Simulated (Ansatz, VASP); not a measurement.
# One calculation of AlAs, two programs

```xyz
2
Lattice="0.0000 2.8304 2.8304 2.8304 0.0000 2.8304 2.8304 2.8304 0.0000" Properties=species:S:1:pos:R:3 pbc="T T T"
Al    0.0000    0.0000    0.0000
As    1.4152    1.4152    1.4152
```

Alike in both runs: task single point; functional PBE; k mesh 6 × 6 × 6; no spin polarisation.

|  | VASP | Ansatz |
| --- | --- | --- |
| version | VASP 6.6.1 | Ansatz 0.2.0 |
| potentials or method | VASP PAW PBE potentials, release 64 (Al, As), cutoff 500 eV | plane waves, PAW |
| occupations | gaussian, width 0.01 eV | fixed |
| valence electrons in the cell | 8 | 18 |

Ansatz gave:

```
pressure (GPa) : 2.6
```

Task: What did VASP give for the same quantities?

Result: Pressure (GPa): 2.8.

VASP's potentials hold 8 valence electrons a cell and Ansatz's 18, so a difference there can come from the potentials and not from the codes.
